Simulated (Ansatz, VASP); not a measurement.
# One calculation of KI, two programs

Contents of INCAR:

```
SYSTEM = KI
  PREC = Accurate
  ENCUT = 520
  EDIFF = 1E-6
  ISMEAR = -1
  SIGMA = 0.03
  LREAL = .False.
  LASPH = .True.
  NELM = 80
  ALGO = Normal
  ISIF = 2
  LWAVE = .False.
  LCHARG = .False.
  GGA = PE
  NBANDS = 15
```

File KPOINTS:

```
Automatic mesh
0
Gamma
  9 9 9
  0 0 0
```

Contents of POSCAR:

```
KI
1.0
    0.0000000000      3.9609926654      3.9609926654
    3.9609926654      0.0000000000      3.9609926654
    3.9609926654      3.9609926654      0.0000000000
K I
1 1
Direct
    0.0000000000      0.0000000000      0.0000000000
    0.2500000000      0.2500000000      0.2500000000
```

Input for Ansatz:

```yaml
crystal:
  lattice:
    - [0.0, 3.9609926654, 3.9609926654]
    - [3.9609926654, 0.0, 3.9609926654]
    - [3.9609926654, 3.9609926654, 0.0]
  atoms:
    - { symbol: K, position: [0.0, 0.0, 0.0] }
    - { symbol: I, position: [0.25, 0.25, 0.25] }
kpoints:
  mp_grid: { grid: [9, 9, 9] }
scf:
  occupations: { method: fermi_dirac, width: 0.03 }
hamiltonian:
  xc: pbe
  pseudopotentials: { kind: all_electron, lapw: { basis_error: 0.0005 } }
output:
  forces: true
  stress: true
  eigenvalues: true
```

Change from the starting cell: volume scaled by 0.975.

Alike in both runs: task single point; functional PBE; k mesh 9 × 9 × 9; occupations fermi-dirac, width 0.03 eV; no spin polarisation.

|  | VASP | Ansatz |
| --- | --- | --- |
| version | VASP 6.6.1 | Ansatz 0.2.0 |
| potentials or method | VASP PAW PBE potentials, release 64 (K_sv, I), cutoff 520 eV | all-electron LAPW, scalar-relativistic |

|  | VASP | Ansatz | Ansatz less VASP |
| --- | --- | --- | --- |
| gap on the k mesh at the Fermi level (eV) | 3.93 | 3.94 | +0.002 |
| pressure (GPa) | 0.2 | 0.2 | -0.02 |

Ansatz ran all-electron here, and VASP with PAW potentials.

Spin-orbit coupling is off throughout.
